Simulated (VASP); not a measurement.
# Ru (Fd-3m) in VASP: a series of runs

Runs on Ru. Level: LDA. Tasks: relaxation of cell and atoms.

All numbers are computed with VASP 6.6.1; they aren't measurements. Logs are shortened: lines on timing, memory, paths and dates and some standing lists are left out, and cuts for length are marked.

**1. The cell of the first run**

The structure is cubic, space group Fd-3m (No. 227). The conventional cell has a = 4.407 Å, b = 4.407 Å, c = 4.407 Å, α = 90.00°, β = 90.00°, γ = 90.00°. Ru (site symmetry -43m) has 4 Ru at 1.91 Å within 2.5 Å.

This isn't the form of Ru at room conditions, which is hcp.

**2. Relaxation of cell and atoms, LDA, target pressure 250 GPa, at which the enthalpy is minimised**

Contents of INCAR:

```
SYSTEM = Ru
PREC = Accurate ; ENCUT = 600
EDIFF = 1E-6 ; ISMEAR = -1
SIGMA = 0.1 ; LREAL = .False.
LASPH = .True. ; NELM = 60
ALGO = Normal ; ISIF = 3
LWAVE = .False. ; LCHARG = .False.
GGA = CA ; IBRION = 2
NSW = 60 ; EDIFFG = -0.005
PSTRESS = 2500.0
```

Contents of KPOINTS:

```
Automatic mesh
0
Gamma
  15 15 15
  0 0 0
```

Contents of POSCAR:

```
Ru
1.0
    0.0000000000      2.2036467092      2.2036467092
    2.2036467092      0.0000000000      2.2036467092
    2.2036467092      2.2036467092      0.0000000000
Ru
2
Direct
   -0.1250000000     -0.1250000000     -0.1250000000
    0.1250000000      0.1250000000      0.1250000000
```

Potentials or basis: VASP PAW LDA potentials, release 64 (Ru_pv).

The run is started by

```sh
$ cat potpaw_LDA.64/Ru_pv/POTCAR > POTCAR
$ mpirun -np 1 vasp_std > vasp.out
```

OUTCAR:

```text
SYSTEM = Ru
   PREC = Accurate
   ENCUT = 600
   EDIFF = 1E-6
   ISMEAR = -1
   LREAL = .False.
   LASPH = .True.
   NELM = 60
   ISIF = 3
   GGA = CA
   IBRION = 2
   NSW = 60
   EDIFFG = -0.005
   PSTRESS = 2500.0

 ion  position               nearest neighbor table
   1  0.875  0.875  0.875-   2 1.91   2 1.91   2 1.91   2 1.91
   2  0.125  0.125  0.125-   1 1.91   1 1.91   1 1.91   1 1.91

  LATTYP: Found a face centered cubic cell.
 ALAT       =     4.4072934184

  Lattice vectors:

 A1 = (   0.0000000000,   2.2036467092,   2.2036467092)
 A2 = (   2.2036467092,   0.0000000000,   2.2036467092)
 A3 = (   2.2036467092,   2.2036467092,   0.0000000000)

Analysis of symmetry for initial positions (statically):
=====================================================================
 Subroutine PRICEL returns:
 Original cell was already a primitive cell.

 Routine SETGRP: Setting up the symmetry group for a
 face centered cubic supercell.

 Subroutine GETGRP returns: Found 48 space group operations
 (whereof 12 operations were pure point group operations)
 out of a pool of 48 trial point group operations.

The static configuration has the point symmetry D_3d.
 The point group associated with its full space group is O_h .

Analysis of symmetry for dynamics (positions and initial velocities):
=====================================================================
 Subroutine PRICEL returns:
 Original cell was already a primitive cell.

 Routine SETGRP: Setting up the symmetry group for a
 face centered cubic supercell.

 Subroutine GETGRP returns: Found 48 space group operations
 (whereof 12 operations were pure point group operations)
 out of a pool of 48 trial point group operations.

The dynamic configuration has the point symmetry D_3d.
 The point group associated with its full space group is O_h .

 Subroutine INISYM returns: Found 48 space group operations
 (whereof 12 operations are pure point group operations),
 and found     1 'primitive' translations

----------------------------------------------------------------------------------------

                                     Primitive cell

  volume of cell :      21.4021

  direct lattice vectors                    reciprocal lattice vectors
     0.000000000  2.203646709  2.203646709    -0.226896625  0.226896625  0.226896625
     2.203646709  0.000000000  2.203646709     0.226896625 -0.226896625  0.226896625
     2.203646709  2.203646709  0.000000000     0.226896625  0.226896625 -0.226896625

[... 84 lines left out ...]
   LREAL  =      F    real-space projection
   EDIFFG = -.5E-02   stopping-criterion for IOM
   NSW    =     60    number of steps for IOM
   IBRION =      2    ionic relax: 0-MD 1-quasi-New 2-CG
   NFREE  =      1    steps in history (QN), initial steepest desc. (CG)
   ISIF   =      3    stress and relaxation
   ISYM   =      2    0-nonsym 1-usesym 2-fastsym
   POTIM  = 0.5000    time-step for ionic-motion
   TEBEG  =    0.0;   TEEND  =   0.0 temperature during run
   PSTRESS= 2500.0 pullay stress
   NELECT =      28.0000    total number of electrons
   NUPDOWN=      -1.0000    fix difference up-down
   EMIN   =  10.00;   EMAX   =-10.00  energy-range for DOS
   EFERMI =   0.00;   METHOD = LEGACY
   ISMEAR =    -1;   SIGMA  =   0.10  broadening in eV -4-tet -1-fermi 0-gaus
   EFERMI_NEDOS =   21; number of points for ismear=-14 and -15
   IALGO  =     38    algorithm
   IMIX   =      4    mixing-type and parameters
     AMIX     =   0.40;   BMIX     =  1.00
     AMIX_MAG =   1.60;   BMIX_MAG =  1.00
  volume/ion in A,a.u.               =      10.70        72.21
  Fermi-wavevector in a.u.,A,eV,Ry     =   1.790505  3.383564 43.619029  3.205908
  Thomas-Fermi vector in A             =   2.853262
   LORBIT       =      0    0 simple, 1 ext, 2 COOP (PROOUT), +10 PAW based schemes
   GGA     = CA    functional components
   LHFCALC =     F    Hartree Fock is set to
   AEXX    =    0.0000 exact exchange contribution
   IVDW    =     0    specifies the selected vdW correction
   LEPSILON=     F    determine dielectric tensor
   LRPA    =     F    only Hartree local field effects (RPA)
 conjugate gradient relaxation of ions
 non-spin polarized calculation
  energy-cutoff  :      600.00
  volume of cell :       21.40
 maximum number of plane-waves:       728
 NGX is ok and might be reduce to    28
   NGX = 13   NGY = 13   NGZ = 13

--------------------------------------- Ionic step        1  -------------------------------------------

 number of electron      28.0000004 magnetization

 Free energy of the ion-electron system (eV)
  ---------------------------------------------------
  ext. energy  EPLUGINS =         0.00000000
  ---------------------------------------------------
  free energy    TOTEN  =        -5.03213568 eV

  energy without entropy =       -4.99303885  energy(sigma->0) =       -5.01258726

------------------------ aborting loop because EDIFF is reached ----------------------------------------

  FORCE on cell =-STRESS in cart. coord.  units (eV):
  Direction    XX          YY          ZZ          XY          YZ          ZX
  --------------------------------------------------------------------------------------
  -------------------------------------------------------------------------------------
  Total       56.2332885     56.2332885     56.2332885     -0.0000000     -0.0000000     -0.0000000
  in kB     4209.6710465   4209.6710465   4209.6710465     -0.0000000     -0.0000000     -0.0000000
  external PRESSURE =    1709.6710465 kB  Pullay stress =    2500.0000000 kB
[... 25 lines left out ...]
--------------------------------------- Ionic step        2  -------------------------------------------

 number of electron      27.9999984 magnetization

 E-fermi :   0.7496     XC(G=0):  -8.3889

 val. band max:        0.7416071836   @ k =   0.2667   0.2000   0.0000
 cond. band min:       0.7507114506   @ k =   0.4000   0.1333   0.0000
 fundamental gap:      0.0091042671
 Fermi energy:         0.7495924934

 k-point     1 :       0.0000    0.0000    0.0000
  band No.  band energies     occupation
      1     -41.1552      2.00000
      2     -41.1552      2.00000
      3     -41.1552      2.00000
      4     -41.0458      2.00000
      5     -41.0458      2.00000
      6     -41.0458      2.00000
[... 722 lines left out ...]
--------------------------------------- Ionic step        8  -------------------------------------------

 number of electron      28.0000004 magnetization

 Free energy of the ion-electron system (eV)
  ---------------------------------------------------
  ext. energy  EPLUGINS =         0.00000000
  ---------------------------------------------------
  free energy    TOTEN  =       -11.29897717 eV

  energy without entropy =      -11.26077872  energy(sigma->0) =      -11.27987794

 E-fermi :  15.1179     XC(G=0): -14.5511

 val. band max:       15.1168416922   @ k =   0.2667   0.2000   0.0000
 cond. band min:      15.1354512129   @ k =   0.4000   0.2000   0.0000
 fundamental gap:      0.0186095207
 Fermi energy:        15.1178787887

 k-point     1 :       0.0000    0.0000    0.0000
  band No.  band energies     occupation
      1     -30.2299      2.00000
      2     -30.2299      2.00000
      3     -30.2299      2.00000
      4     -27.1651      2.00000
      5     -27.1651      2.00000
      6     -27.1651      2.00000
[... 528 lines left out ...]
  energy  without entropy=      -11.2607787172  energy(sigma->0) =      -11.27987794

  enthalpy is  TOTEN    =        26.8625059572 eV   P V=       38.1614831298

 reached required accuracy - stopping structural energy minimisation
```

OSZICAR:

```text
N       E                     dE             d eps       ncg     rms          rms(c)
DAV:   1     0.331466761931E+03    0.33147E+03   -0.19475E+04  4320   0.201E+03
DAV:   2     0.208516820424E+01   -0.32938E+03   -0.32334E+03  4426   0.553E+02
DAV:   3    -0.550803199933E+01   -0.75932E+01   -0.75334E+01  4694   0.918E+01
[... 79 lines left out ...]
DAV:   3    -0.112975227006E+02    0.55805E-02   -0.42122E-02  4790   0.196E+00    0.370E-01
DAV:   4    -0.112988359842E+02   -0.13133E-02   -0.41561E-03  4458   0.475E-01    0.982E-02
DAV:   5    -0.112989508953E+02   -0.11491E-03   -0.24490E-04  5434   0.129E-01    0.414E-02
DAV:   6    -0.112989770239E+02   -0.26129E-04   -0.13867E-05  5228   0.284E-02    0.736E-03
DAV:   7    -0.112989771726E+02   -0.14872E-06   -0.82970E-07  3176   0.658E-03
   8 F= 0.26862506E+02 E0= 0.26881605E+02  d E =-.488352E-03
```

Run time: 2.5 min. Hardware: 1 thread of AMD EPYC 9R45 (Zen 5), shared host; peak memory 0.16 GiB.

What came out:

```yaml
Free_energy: -11.2990 eV
Relaxed_volume: 12.23 Å³/atom
Relaxed_cell: a = 3.258 Å, b = 3.258 Å, c = 3.258 Å, α = 60.00°, β = 60.00°, γ = 60.00°
Space_group_after_relaxing_to_0.1_Å: Fd-3m (No. 227)
Energy_change_on_relaxing_the_run_minimises_the_enthalpy: -3133.4 meV/atom
Ionic_steps: 8
Pressure_after_relaxing: 250.0 GPa
Band_gap_on_the_k_mesh: zero (bands 14 and 15 overlap by 1.56 eV)
```

Step by step:
```csv
step,energy change (eV),largest force (eV/Å),pressure (GPa),volume (Å³)
1,0.0000,0.0000,420.97,21.40
2,-7.0886,0.0000,-24.98,79.83
3,-10.5844,0.0000,124.09,28.28
4,-6.6831,0.0000,238.24,24.73
5,-6.2585,0.0000,250.17,24.45
6,-6.3575,0.0000,247.45,24.51
7,-5.4475,0.0000,272.79,23.95
8,-6.2668,0.0000,249.96,24.46
```

Final structure:
```
Ru
1.0
     0.00000    2.30386    2.30386
     2.30386    0.00000    2.30386
     2.30386    2.30386    0.00000
Ru
2
Direct
  0.87500 0.87500 0.87500
  0.12500 0.12500 0.12500
```

Levels at points of the mesh, in eV from the Fermi level:
| k point | band 11 | band 12 | band 13 | band 14 | band 15 | band 16 | band 17 | band 18 |
| --- | --- | --- | --- | --- | --- | --- | --- | --- |
| (0.00, 0.00, 0.00) | -5.18 | -5.18 | -0.56 | -0.56 | -0.56 | 4.04 | 4.04 | 10.24 |

Caveat: the cell is relaxed towards a set pressure, so the run minimises the enthalpy, not the energy; atoms lie so close that the PAW spheres overlap strongly, which falsifies energies and pressures.

**3. Relaxation of cell and atoms, LDA, target pressure 250 GPa, at which the enthalpy is minimised**

This run uses another cell than the first one, of 12.12 Å³/atom.

Contents of INCAR:

```
PREC     = Accurate       # precision mode
ENCUT    = 600            # plane-wave cutoff, eV
EDIFF    = 1E-6           # SCF threshold, eV
ISMEAR   = -1             # smearing method
SIGMA    = 0.1            # smearing width, eV
LREAL    = F              # projectors in reciprocal space
LASPH    = T              # aspherical terms in the spheres
NELM     = 60             # most SCF steps
ALGO     = Normal         # electronic algorithm
ISIF     = 3              # what is computed and relaxed
LWAVE    = F              # write WAVECAR
LCHARG   = F              # write CHGCAR
IBRION   = 2              # ionic algorithm
NSW      = 32             # ionic steps
EDIFFG   = -0.005         # ionic threshold
PSTRESS  = 2500.0
```

Contents of KPOINTS:

```
Automatic mesh
0
Gamma
  15 15 15
```

Contents of POSCAR:

```
Ru
1.0
    0.0000000000      2.2972605285      2.2972605285
    2.2972605285      0.0000000000      2.2972605285
    2.2972605285      2.2972605285      0.0000000000
Ru
2
Direct
   -0.1250000000     -0.1250000000     -0.1250000000
    0.1250000000      0.1250000000      0.1250000000
```

Potentials or basis: VASP PAW LDA potentials, release 64 (Ru_pv).

The run is started by

```sh
$ cat potpaw_LDA.64/Ru_pv/POTCAR > POTCAR
$ mpirun -np 1 vasp_std > vasp.out
```

OUTCAR:

```text
PREC = Accurate
   ENCUT = 600
   EDIFF = 1E-6
   ISMEAR = -1
   LREAL = F
   LASPH = T
   NELM = 60
   ISIF = 3
   IBRION = 2
   NSW = 32
   EDIFFG = -0.005
   PSTRESS = 2500.0

 ion  position               nearest neighbor table
   1  0.875  0.875  0.875-   2 1.99   2 1.99   2 1.99   2 1.99
   2  0.125  0.125  0.125-   1 1.99   1 1.99   1 1.99   1 1.99

  LATTYP: Found a face centered cubic cell.
 ALAT       =     4.5945210570

  Lattice vectors:

 A1 = (   0.0000000000,   2.2972605285,   2.2972605285)
 A2 = (   2.2972605285,   0.0000000000,   2.2972605285)
 A3 = (   2.2972605285,   2.2972605285,   0.0000000000)

Analysis of symmetry for initial positions (statically):
=====================================================================
 Subroutine PRICEL returns:
 Original cell was already a primitive cell.

 Routine SETGRP: Setting up the symmetry group for a
 face centered cubic supercell.

 Subroutine GETGRP returns: Found 48 space group operations
 (whereof 12 operations were pure point group operations)
 out of a pool of 48 trial point group operations.

The static configuration has the point symmetry D_3d.
[... 171 lines left out ...]
  -------------------------------------------------------------------------------------
  Total       39.2288128     39.2288128     39.2288128      0.0000000     -0.0000000      0.0000000
  in kB     2592.1193837   2592.1193837   2592.1193837      0.0000000     -0.0000000      0.0000000
  external PRESSURE =      92.1193837 kB  Pullay stress =    2500.0000000 kB
[... 97 lines left out ...]
  energy  without entropy=      -11.2790266133  energy(sigma->0) =      -11.29812780

  enthalpy is  TOTEN    =        26.8587359908 eV   P V=       38.1759649727

[... ionic steps 4 to 8 ...]

--------------------------------------- Ionic step        9  -------------------------------------------

 number of electron      28.0000004 magnetization

------------------------ aborting loop because EDIFF is reached ----------------------------------------
[... 71 lines left out ...]
--------------------------------------- Ionic step       11  -------------------------------------------

 number of electron      28.0000004 magnetization

 Free energy of the ion-electron system (eV)
  ---------------------------------------------------
  ext. energy  EPLUGINS =         0.00000000
  ---------------------------------------------------
  free energy    TOTEN  =       -11.29906713 eV

  energy without entropy =      -11.26086951  energy(sigma->0) =      -11.27996832

 E-fermi :  15.1198     XC(G=0): -14.5516

 val. band max:       15.1187420813   @ k =   0.2667   0.2000   0.0000
 cond. band min:      15.1373121692   @ k =   0.4000   0.2000   0.0000
 fundamental gap:      0.0185700879
 Fermi energy:        15.1198004505

 k-point     1 :       0.0000    0.0000    0.0000
  band No.  band energies     occupation
      1     -30.2290      2.00000
      2     -30.2290      2.00000
      3     -30.2290      2.00000
      4     -27.1634      2.00000
      5     -27.1634      2.00000
      6     -27.1634      2.00000
[... 481 lines left out ...]
      5     -26.8741      2.00000
      6     -26.8733      2.00000
[... 10 lines left out ...]
     17      19.5949      0.00000
     18      25.3630      0.00000

 [... further k-points ...]
[... 5 lines left out ...]
  --------------------------------------------------------------------------------------
  -------------------------------------------------------------------------------------
  Total       38.1673508     38.1673508     38.1673508      0.0000000     -0.0000000     -0.0000000
  in kB     2500.6264825   2500.6264825   2500.6264825      0.0000000     -0.0000000     -0.0000000
  external PRESSURE =       0.6264825 kB  Pullay stress =    2500.0000000 kB
[... 21 lines left out ...]
  energy  without entropy=      -11.2608695148  energy(sigma->0) =      -11.27996832

  enthalpy is  TOTEN    =        26.8587215950 eV   P V=       38.1577887231

 reached required accuracy - stopping structural energy minimisation
```

OSZICAR:

```text
N       E                     dE             d eps       ncg     rms          rms(c)
DAV:   1     0.327902551065E+03    0.32790E+03   -0.19484E+04  4320   0.196E+03
DAV:   2    -0.343170474146E+01   -0.33133E+03   -0.32454E+03  4438   0.542E+02
[... 59 lines left out ...]
DAV:   1    -0.112987061679E+02   -0.18049E-03   -0.18637E-07  2354   0.569E-03    0.152E-03
DAV:   2    -0.112987061607E+02    0.71982E-08   -0.23341E-08  2370   0.163E-03
  10 F= 0.26858722E+02 E0= 0.26877820E+02  d E =-.926221E-07
       N       E                     dE             d eps       ncg     rms          rms(c)
DAV:   1    -0.112990671585E+02   -0.36099E-03   -0.74308E-07  2372   0.113E-02    0.304E-03
DAV:   2    -0.112990671281E+02    0.30372E-07   -0.93588E-08  2372   0.328E-03
  11 F= 0.26858722E+02 E0= 0.26877820E+02  d E =-.180794E-06
```

CONTCAR:

```text
Ru
   1.00000000000000
     0.0000000000000000    2.3037813545257713    2.3037813545257713
     2.3037813545257713    0.0000000000000000    2.3037813545257713
     2.3037813545257713    2.3037813545257713   -0.0000000000000000
  Ru
     2
Direct
     0.8750000000000000    0.8750000000000000    0.8750000000000000
     0.1250000000000000    0.1250000000000000    0.1250000000000000

  0.00000000E+00  0.00000000E+00  0.00000000E+00
  0.00000000E+00  0.00000000E+00  0.00000000E+00
```

Run time: 95 s. Hardware: 1 thread of AMD EPYC 9R45 (Zen 5), shared host; peak memory 0.16 GiB.

Results:

```
Free energy                                                : -11.2991 eV
Relaxed volume                                             : 12.23 Å³/atom
Relaxed cell                                               : a = 3.258 Å, b = 3.258 Å, c = 3.258 Å, α = 60.00°, β = 60.00°, γ = 60.00°
Space group after relaxing (to 0.1 Å)                      : Fd-3m (No. 227)
Energy change on relaxing (the run minimises the enthalpy) : -164.5 meV/atom
Ionic steps                                                : 11
Pressure after relaxing                                    : 250.1 GPa
Band gap on the k mesh                                     : zero (bands 14 and 15 overlap by 1.56 eV)
```

The path:
```tsv
step	energy change (eV)	largest force (eV/Å)	pressure (GPa)	volume (Å³)
1	0.0000	0.0000	259.21	24.25
2	-3.2987	0.0000	164.77	26.78
3	-0.3472	0.0000	249.58	24.47
4	-0.3323	0.0000	249.91	24.46
5	-0.3257	0.0000	250.13	24.45
6	-0.3264	0.0000	250.14	24.45
7	-0.3284	0.0000	250.07	24.45
8	-0.3285	0.0000	250.07	24.45
9	-0.3285	0.0000	250.07	24.45
10	-0.3287	0.0000	250.07	24.45
11	-0.3291	0.0000	250.06	24.45
```

Final structure:
```
Ru
1.0
     0.00000    2.30378    2.30378
     2.30378    0.00000    2.30378
     2.30378    2.30378    0.00000
Ru
2
Cartesian
  4.0316 4.0316 4.0316
  0.5759 0.5759 0.5759
```

Caveat: the cell is relaxed towards a set pressure, so the run minimises the enthalpy, not the energy; atoms lie so close that the PAW spheres overlap strongly, which falsifies energies and pressures.
